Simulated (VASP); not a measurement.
Wanted: the native input for a VASP 6.6.1 run.

| Item | Value |
| --- | --- |
| Task | relaxation of cell and atoms |
| Functional | revPBE |
| Potentials or basis | VASP PAW PBE potentials, release 64 (Cu) |
| Cutoff | 600 eV |
| k mesh | 14 × 14 × 10 |
| Occupations | fermi-dirac, width 0.1 eV |
| Spin | no spin polarisation |
| Dipole correction | no |
| Further INCAR settings | ALGO = Normal; EDIFF = 1e-07; ISYM = 0; IBRION = 2; EDIFFG = -0.01; NSW = 80; ISIF = 3 |

The structure of Cu lies in POSCAR:

```
Cu
1.0
   -2.2477036591      2.2477036591      1.2272461979
    2.2477036591     -2.2477036591      1.2272461979
    2.2477036591      2.2477036591     -1.2272461979
Cu
2
Direct
    0.0000000000      0.0000000000      0.0000000000
    0.7500000000      0.2500000000      0.5000000000
```

These files were run (other wordings do the same):

INCAR

```
PREC = Accurate ; ENCUT = 600
EDIFF = 1E-7 ; ISMEAR = -1
SIGMA = 0.1 ; LREAL = F
LASPH = T ; NELM = 80
ALGO = Normal ; ISIF = 3
LWAVE = F ; LCHARG = F
GGA = RE ; IBRION = 2
NSW = 80 ; EDIFFG = -0.01
ISYM = 0
```

KPOINTS

```
regular mesh
0
Gamma
  14 14 10
```

Potentials or basis: VASP PAW PBE potentials, release 64 (Cu).

The run is started by

```console
$ cat potpaw_PBE.64/Cu/POTCAR > POTCAR
$ mpirun -np 1 vasp_std > vasp.out
```

It gave:

```
Relaxed volume                        : 13.62 Å³/atom
Relaxed cell                          : a = 3.542 Å, b = 3.542 Å, c = 3.546 Å, α = 96.96°, β = 96.96°, γ = 139.24°
Space group after relaxing (to 0.1 Å) : I4_1/amd (No. 141)
Energy gained by relaxing             : 50.6 meV/atom
Ionic steps                           : 7
Pressure after relaxing               : 0.1 GPa
Band gap on the k mesh                : zero (bands 11 and 12 overlap by 4.19 eV)
```

Caveat: the PAW data sets were made with another functional, which shifts forces and pressure a little.

It took 39 min on 1 thread of Oxide Virtual Turin-like Processor, with other jobs on the host, peak memory 0.47 GiB.
